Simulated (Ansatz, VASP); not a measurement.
# SiC in VASP and in Ansatz

File POSCAR:

```
SiC
1.0
    3.0760000000      0.0000000000      0.0000000000
   -1.5380000000      2.6638941420      0.0000000000
    0.0000000000      0.0000000000      5.0480000000
Si C
2 2
Direct
    0.6666666667      0.3333333333      0.5000000000
    0.3333333333      0.6666666667      0.0000000000
    0.6666666667      0.3333333333      0.8850000000
    0.3333333333      0.6666666667      0.3850000000
```

File INCAR.step1:

```
SYSTEM = SiC
PREC = Accurate
ENCUT = 520
EDIFF = 1E-5
ISMEAR = -1
SIGMA = 0.05
LREAL = .False.
LASPH = .True.
NELM = 80
ALGO = Normal
ISIF = 2
LWAVE = .True.
LCHARG = .False.
GGA = PE
NBANDS = 16
```

The input INCAR.step2:

```
SYSTEM = SiC
PREC = Accurate
ENCUT = 520
EDIFF = 1E-6
ISMEAR = -1
SIGMA = 0.05
LREAL = .False.
LASPH = .True.
NELM = 80
ALGO = Normal
ISIF = 2
LWAVE = .False.
LCHARG = .False.
GGA = PE
LHFCALC = .True.
AEXX = 0.1
HFSCREEN = 0.2
PRECFOCK = Normal
ISTART = 1
NBANDS = 16
```

KPOINTS

```
Automatic mesh
0
Gamma
  5 5 3
  0 0 0
```

Contents of input.yaml:

```yaml
crystal:
  lattice:
    - [3.076, 0.0, 0.0]
    - [-1.538, 2.663894142, 0.0]
    - [0.0, 0.0, 5.048]
  atoms:
    - { symbol: Si, position: [0.6666666667, 0.3333333333, 0.5] }
    - { symbol: Si, position: [0.3333333333, 0.6666666667, 0.0] }
    - { symbol: C, position: [0.6666666667, 0.3333333333, 0.885] }
    - { symbol: C, position: [0.3333333333, 0.6666666667, 0.385] }
hamiltonian:
  xc: { exchange: pbe, correlation: pbe, exx: { coeff: 0.1, omega: 0.2 } }
  pseudopotentials: { kind: paw }
kpoints:
  mp_grid: { grid: [5, 5, 3] }
scf:
  occupations: { method: fermi_dirac, width: 0.05 }
output:
  forces: true
  stress: true
  eigenvalues: true
```

Alike in both runs: task single point; functional PBE-based screened hybrid with a share of 0.1 of exact exchange and HFSCREEN = 0.2; k mesh 5 × 5 × 3; occupations fermi-dirac, width 0.05 eV; no spin polarisation.

|  | VASP | Ansatz |
| --- | --- | --- |
| version | VASP 6.6.1 | Ansatz 0.2.0 |
| potentials or method | VASP PAW PBE potentials, release 64 (Si, C) | Ansatz PAW |
| plane-wave cutoff (eV) | 520 | 420 |
| valence electrons in the cell | 16 | 16 |

Ansatz gave:

- gap on the k mesh at the Fermi level (eV): 3.19
- least direct gap on the mesh (eV): 4.64
- pressure (GPa): 1.8
- traceless stress, the component that is largest in VASP (GPa): -3.37
- rms of the force components (eV/Å): 0.432

**Question.** Estimate VASP's values.

**Answer.** gap on the k mesh at the Fermi level (eV): 3.19; least direct gap on the mesh (eV): 4.64; pressure (GPa): 1.6; traceless stress, the component that is largest in VASP (GPa): -3.33; rms of the force components (eV/Å): 0.432.

VASP's potentials were made for PBE, not for PBE-based screened hybrid. Atom by atom the forces differ by 0.000 eV/Å (rms over components). With one functional, cell and mesh, what is left measures potentials, basis and numerics.

The k mesh is coarse, so the values compare programs but aren't converged. Noted on Ansatz's run: odd divisions of the mesh miss points on the zone boundary, where band edges often lie, so the gap on the mesh can be too wide.
